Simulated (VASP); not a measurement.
# C (Fd-3m) in VASP: further runs, part 2 of 2

VASP 6.6.1. The steps go on from the part before.

## Step 3: Single point, r2SCAN

This run uses another cell than the first one, of 5.64 Å³/atom, 0.991 times its volume.

POSCAR reads:

```
C
1.0
    0.0000000000      1.7801288585      1.7801288585
    1.7801288585      0.0000000000      1.7801288585
    1.7801288585      1.7801288585      0.0000000000
C
2
Direct
    0.0000000000      0.0000000000      0.0000000000
    0.2500000000      0.2500000000      0.2500000000
```

INCAR.step1 reads:

```
SYSTEM = C
  PREC = Accurate
  ENCUT = 520
  ISMEAR = -1
  SIGMA = 0.01
  LREAL = .FALSE.
  LASPH = .TRUE.
  NELM = 60
  NBANDS = 11
  GGA = PE
  ALGO = Normal
  EDIFF = 1E-4
  LWAVE = .TRUE.
  LCHARG = .FALSE.
```

INCAR.step2 reads:

```
SYSTEM = C
  PREC = Accurate
  ENCUT = 520
  EDIFF = 1E-6
  ISMEAR = -1
  SIGMA = 0.01
  LREAL = .FALSE.
  LASPH = .TRUE.
  NELM = 60
  ALGO = Normal
  ISIF = 2
  LWAVE = .FALSE.
  LCHARG = .FALSE.
  METAGGA = R2SCAN
  LMIXTAU = .TRUE.
  NBANDS = 11
  ISTART = 1
```

KPOINTS reads:

```
regular mesh
0
G
  13 13 13
  0 0 0
```

Potentials or basis: VASP PAW PBE potentials, release 64 (C).

On the command line:

```console
> cat potpaw_PBE.64/C/POTCAR > POTCAR
> cp INCAR.step1 INCAR
> mpirun -np 1 vasp_std > vasp.out
> cp INCAR.step2 INCAR
> mpirun -np 1 vasp_std > vasp.out
```

OUTCAR:

```text
SYSTEM = C
   PREC = Accurate
   ENCUT = 520
   EDIFF = 1E-6
   ISMEAR = -1
   LREAL = .FALSE.
   LASPH = .TRUE.
   NELM = 60
   ISIF = 2
   METAGGA = R2SCAN
   ISTART = 1

 ion  position               nearest neighbor table
   1  0.000  0.000  0.000-   2 1.54   2 1.54   2 1.54   2 1.54
   2  0.250  0.250  0.250-   1 1.54   1 1.54   1 1.54   1 1.54

  LATTYP: Found a face centered cubic cell.
 ALAT       =     3.5602577170

  Lattice vectors:

 A1 = (   0.0000000000,   1.7801288585,   1.7801288585)
 A2 = (   1.7801288585,   0.0000000000,   1.7801288585)
 A3 = (   1.7801288585,   1.7801288585,   0.0000000000)

Analysis of symmetry for initial positions (statically):
=====================================================================
 Subroutine PRICEL returns:
 Original cell was already a primitive cell.

 Routine SETGRP: Setting up the symmetry group for a
 face centered cubic supercell.

 Subroutine GETGRP returns: Found 48 space group operations
 (whereof 24 operations were pure point group operations)
 out of a pool of 48 trial point group operations.

The static configuration has the point symmetry T_d .
 The point group associated with its full space group is O_h .

Analysis of symmetry for dynamics (positions and initial velocities):
=====================================================================
 Subroutine PRICEL returns:
 Original cell was already a primitive cell.

 Routine SETGRP: Setting up the symmetry group for a
 face centered cubic supercell.

 Subroutine GETGRP returns: Found 48 space group operations
 (whereof 24 operations were pure point group operations)
 out of a pool of 48 trial point group operations.

The dynamic configuration has the point symmetry T_d .
 The point group associated with its full space group is O_h .

 Subroutine INISYM returns: Found 48 space group operations
 (whereof 24 operations are pure point group operations),
 and found     1 'primitive' translations

----------------------------------------------------------------------------------------

                                     Primitive cell
[... 114 lines left out ...]
  Thomas-Fermi vector in A             =   2.576374
   LORBIT       =      0    0 simple, 1 ext, 2 COOP (PROOUT), +10 PAW based schemes
   METAGGA = R2SCAN    functional components
   LHFCALC =     F    Hartree Fock is set to
   AEXX    =    0.0000 exact exchange contribution
   IVDW    =     0    specifies the selected vdW correction
   LEPSILON=     F    determine dielectric tensor
   LRPA    =     F    only Hartree local field effects (RPA)
 non-spin polarized calculation
  energy-cutoff  :      520.00
  volume of cell :       11.28
 maximum number of plane-waves:       316
   NGX =  9   NGY =  9   NGZ =  9

 number of electron       7.9999999 magnetization

 Free energy of the ion-electron system (eV)
  ---------------------------------------------------
  ext. energy  EPLUGINS =         0.00000000
  ---------------------------------------------------
  free energy    TOTEN  =       -19.65719795 eV

  energy without entropy =      -19.65719795  energy(sigma->0) =      -19.65719795

 E-fermi :  10.0934     XC(G=0): -14.2879

 val. band max:        9.7923291413   @ k =   0.0000   0.0000   0.0000
 cond. band min:      14.1415996009   @ k =   0.3846   0.3846   0.0000
 fundamental gap:      4.3492704595
 Fermi energy:        10.0934234105

 k-point     1 :       0.0000    0.0000    0.0000
  band No.  band energies     occupation
      1     -12.9788      2.00000
      2       9.7923      2.00000
      3       9.7923      2.00000
      4       9.7923      2.00000
      5      15.6429      0.00000
      6      15.6429      0.00000
      7      15.6429      0.00000
      8      23.7415      0.00000
      9      30.2613      0.00000
     10      37.2410      0.00000
     11      37.2410      0.00000
[... 309 lines left out ...]
 k-point    24 :       0.4615    0.1538    0.0000
  band No.  band energies     occupation
      1      -7.7411      2.00000
      2      -2.1347      2.00000
      3       5.0528      2.00000
      4       5.6325      2.00000
      5      17.2394      0.00000
      6      20.9782      0.00000
      7      21.2458      0.00000
      8      24.5685      0.00000
      9      31.6744      0.00000
     10      34.4885      0.00000
     11      38.2247      0.00000

 [... further k-points ...]
[... 5 lines left out ...]
  --------------------------------------------------------------------------------------
  -------------------------------------------------------------------------------------
  Total        0.0797842      0.0797842      0.0797842      0.0000000     -0.0000000      0.0000000
  in kB       11.3303412     11.3303412     11.3303412      0.0000000     -0.0000000      0.0000000
  external PRESSURE =      11.3303412 kB  Pullay stress =       0.0000000 kB

 VOLUME and BASIS-vectors are now :
 -----------------------------------------------------------------------------
  energy-cutoff  :      520.00
  volume of cell :       11.28
      direct lattice vectors                 reciprocal lattice vectors
     0.000000000  1.780128858  1.780128858    -0.280878543  0.280878543  0.280878543
     1.780128858  0.000000000  1.780128858     0.280878543 -0.280878543  0.280878543
     1.780128858  1.780128858  0.000000000     0.280878543  0.280878543 -0.280878543

 POSITION                                       TOTAL-FORCE (eV/Angst)
 -----------------------------------------------------------------------------------
      0.00000      0.00000      0.00000        -0.000000     -0.000000     -0.000000
      0.89006      0.89006      0.89006         0.000000      0.000000      0.000000
 -----------------------------------------------------------------------------------
    total drift:                                0.000000      0.000000      0.000000

  FREE ENERGIE OF THE ION-ELECTRON SYSTEM (eV)
  ---------------------------------------------------
  free  energy   TOTEN  =       -19.6571979459 eV

  energy  without entropy=      -19.6571979459  energy(sigma->0) =      -19.65719795
```

OUTCAR.step1:

```text
SYSTEM = C
   PREC = Accurate
   ENCUT = 520
   ISMEAR = -1
   LREAL = .FALSE.
[... 559 lines left out ...]
      0.00000      0.00000      0.00000         0.000000      0.000000      0.000000
      0.89006      0.89006      0.89006        -0.000000     -0.000000     -0.000000
 -----------------------------------------------------------------------------------
    total drift:                                0.000000      0.000000      0.000000

  FREE ENERGIE OF THE ION-ELECTRON SYSTEM (eV)
  ---------------------------------------------------
  free  energy   TOTEN  =       -18.1837193475 eV

  energy  without entropy=      -18.1837193475  energy(sigma->0) =      -18.18371935
```

Wall time 16 s (1 thread of Intel Xeon 6975P-C (Granite Rapids), shared host); peak memory 0.12 GiB.

What came out:

```
Free energy            : -19.6572 eV
Pressure               : 1.1 GPa
Band gap on the k mesh : 4.35 eV, indirect (least direct gap 5.85 eV)
```

Levels at points of the mesh, in eV from the valence-band top:
| k point | band 2 | band 3 | band 4 | band 5 | band 6 | band 7 |
| --- | --- | --- | --- | --- | --- | --- |
| (0.00, 0.00, 0.00) | 0.00 | 0.00 | 0.00 | 5.85 | 5.85 | 5.85 |

Caveat: the PAW data sets were made with another functional, which shifts forces and pressure a little.

## Step 4: Relaxation of cell and atoms, PBE

This run uses another cell than the first one, of 5.67 Å³/atom, 0.996 times its volume.

INCAR reads:

```
SYSTEM = C
PREC = Accurate ; ENCUT = 600
EDIFF = 1E-7 ; ISMEAR = -1
SIGMA = 0.01 ; LREAL = .FALSE.
LASPH = .TRUE. ; NELM = 60
ALGO = Normal ; ISIF = 3
LWAVE = .FALSE. ; LCHARG = .FALSE.
GGA = PE ; IBRION = 2
NSW = 80 ; EDIFFG = -0.01
```

KPOINTS is that of step 3.

POSCAR reads:

```
C
1.0
    0.0000000000      1.7833950000      1.7833950000
    1.7833950000      0.0000000000      1.7833950000
    1.7833950000      1.7833950000      0.0000000000
C
2
Direct
    0.0000000000      0.0000000000      0.0000000000
    0.2500000000      0.2500000000      0.2500000000
```

On the command line:

```console
> cat potpaw_PBE.64/C/POTCAR > POTCAR
> mpirun -np 1 vasp_std > vasp.out
```

Wall time 6.4 s (1 thread of Intel Xeon 6975P-C (Granite Rapids), shared host); peak memory 0.12 GiB.

It converged, with:

```
Free energy                            : -18.1903 eV
Relaxed volume                         : 5.69 Å³/atom
Relaxed cell                           : a = 2.525 Å, b = 2.525 Å, c = 2.525 Å, α = 60.00°, β = 60.00°, γ = 60.00°
Space group after relaxing (to 0.05 Å) : Fd-3m (No. 227)
Energy gained by relaxing              : 0.1 meV/atom
Ionic steps                            : 3
Pressure after relaxing                : 0.0 GPa
Band gap on the k mesh                 : 4.13 eV, indirect (least direct gap 5.58 eV)
```

The path:
| step | energy change (eV) | largest force (eV/Å) | pressure (GPa) | volume (Å³) |
| --- | --- | --- | --- | --- |
| 1 | 0.0000 | 0.0000 | 1.76 | 11.34 |
| 2 | 0.0001 | 0.0000 | -2.13 | 11.45 |
| 3 | -0.0002 | 0.0000 | 0.01 | 11.39 |

Final structure:
```
C
1.0
     0.00000    1.78579    1.78579
     1.78579    0.00000    1.78579
     1.78579    1.78579    0.00000
C
2
Direct
  0.00000 0.00000 0.00000
  0.25000 0.25000 0.25000
```

Levels at points of the mesh, in eV from the valence-band top:
| k point | band 1 | band 2 | band 3 | band 4 | band 5 | band 6 | band 7 | band 8 |
| --- | --- | --- | --- | --- | --- | --- | --- | --- |
| (0.00, 0.00, 0.00) | -21.42 | 0.00 | 0.00 | 0.00 | 5.58 | 5.58 | 5.58 | 13.24 |

A k mesh can miss the band edges. Expect the measured gap to be larger: semilocal functionals such as PBE lack the derivative discontinuity.

## Step 5: Summary

| task | level | cell | cutoff (eV) | gap on the mesh (eV) | pressure (GPa) |
| --- | --- | --- | --- | --- | --- |
| single point | PBE | a = 2.525 Å, angles 60.0°, 2 atoms | 520 | 4.13 | 0.7 |
| single point | r2SCAN | a = 2.517 Å, angles 60.0°, 2 atoms | 520 | 4.35 | 1.1 |
| relaxation of cell and atoms | PBE | relaxed from a = 2.522 Å, angles 60.0°, 2 atoms | 600 | 4.13 | 0.0 |

Alike in all rows: potentials or basis VASP PAW PBE potentials, release 64 (C); no spin polarisation; k mesh 13 × 13 × 13; smearing fermi-dirac 0.01 eV.

Caveats: the PAW data sets were made with another functional, which shifts forces and pressure a little (some runs).

Total energies depend on the potentials used, so only differences within one code and one set of settings carry meaning.
